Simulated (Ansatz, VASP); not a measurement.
## Two plane-wave programs on HfO4

Contents of INCAR:

```
SYSTEM = HfO4
ALGO = Normal
DIPOL = 0.5 0.5 0.500
EDIFF = 1E-7
ENCUT = 520
GGA = PE
IDIPOL = 3
ISIF = 2
ISMEAR = 0
LASPH = .True.
LCHARG = .False.
LDIPOL = .True.
LREAL = .False.
LWAVE = .False.
NBANDS = 25
NELM = 60
PREC = Accurate
SIGMA = 0.05
```

KPOINTS

```
k-points
0
Gamma
  9 9 1
  0 0 0
```

POSCAR

```
HfO4
1.0
    3.6045556755      0.0000000000      0.0000000000
   -1.8022778378      3.1216367844      0.0000000000
    0.0000000000      0.0000000000     19.4146610773
O Hf
4 1
Direct
    0.6666666667      0.3333333333      0.3863059968
    0.0000000000      0.0000000000      0.4621019989
    0.3333333333      0.6666666667      0.5378980011
    0.6666666667      0.3333333333      0.6136940032
    0.6666666667      0.3333333333      0.5000000000
```

Input for Ansatz:

```yaml
crystal:
  lattice:
    - [3.6045556755, 0.0, 0.0]
    - [-1.8022778378, 3.1216367844, 0.0]
    - [0.0, 0.0, 19.4146610773]
  atoms:
    - { symbol: O, position: [0.6666666667, 0.3333333333, 0.3863059968] }
    - { symbol: O, position: [0.0, 0.0, 0.4621019989] }
    - { symbol: Hf, position: [0.6666666667, 0.3333333333, 0.5] }
    - { symbol: O, position: [0.3333333333, 0.6666666667, 0.5378980011] }
    - { symbol: O, position: [0.6666666667, 0.3333333333, 0.6136940032] }
basis:
  ecutwfc: 420
kpoints:
  mp_grid: { grid: [9, 9, 1] }
hamiltonian:
  xc: pbe
scf:
  occupations: { method: gaussian, width: 0.05 }
output:
  forces: true
  stress: true
  eigenvalues: true
  write_density: true
  write_potential: true
  elf: true
  volumetric_format: npy
efield:
  axis: 3
  dipole_correction: true
  ramp_width: 0.04
```

Alike in both runs: task single point; functional PBE; k mesh 9 × 9 × 1; occupations gaussian, width 0.05 eV; no spin polarisation.

|  | VASP | Ansatz |
| --- | --- | --- |
| version | VASP 6.6.1 | Ansatz 0.2.0 |
| potentials or method | VASP PAW PBE potentials, release 64 (O, Hf_pv), cutoff 520 eV | scalar-relativistic, plane waves, PAW |
| valence electrons in the cell | 34 | 50 |

Ansatz gave:

- gap on the k mesh at the Fermi level (eV): none
- rms of the force components (eV/Å): 0.518

Problem. Which values does VASP return?

Solution. gap on the k mesh at the Fermi level (eV): none; rms of the force components (eV/Å): 0.550.

A gap of «none» marks a metal or a gap that the smearing closes. The functional is the same, so the differences come from potentials, cutoffs and numerics. VASP's potentials hold 34 valence electrons a cell and Ansatz's 50, so a difference there can come from the potentials and not from the codes. Ansatz's warnings: xc potential rough in thin density.

Neither program's run includes spin-orbit coupling.
